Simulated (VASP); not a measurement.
Input of a VASP 6.6.1 run:

Contents of INCAR:

```
  PREC = Accurate
  ENCUT = 600
  EDIFF = 1E-6
  ISMEAR = -1
  SIGMA = 0.1
  LREAL = False
  LASPH = True
  NELM = 60
  ALGO = Normal
  ISIF = 3
  LWAVE = False
  LCHARG = False
  GGA = PE
  IBRION = 2
  NSW = 60
  EDIFFG = -0.005
```

The input KPOINTS:

```
regular mesh
0
Gamma
  11 11 11
```

File POSCAR:

```
Sb
1.0
    2.1591285069     -1.2465734247      3.8144603622
    0.0000000000      2.4931468494      3.8144603622
   -2.1591285069     -1.2465734247      3.8144603622
Sb
2
Direct
    0.2320000000      0.2320000000      0.2320000000
   -0.2320000000     -0.2320000000     -0.2320000000
```

Potentials or basis: VASP PAW PBE potentials, release 64 (Sb).

Launch:

```console
$ cat potpaw_PBE.64/Sb/POTCAR > POTCAR
$ mpirun -np 1 vasp_std > vasp.out
```

Estimate the space group after relaxing (to 0.05 Å).

R-3m (No. 166).

What does it give for the relaxed volume?

31.75 Å³/atom.

Predict the relaxed cell.

a = 4.587 Å, b = 4.587 Å, c = 4.587 Å, α = 56.98°, β = 56.98°, γ = 56.98°.

Final structure:
```
Sb
1.0
     2.18795   -1.26322    3.82866
     0.00000    2.52643    3.82866
    -2.18795   -1.26322    3.82866
Sb
2
Direct
  0.23338 0.23338 0.23338
  0.76662 0.76662 0.76662
```
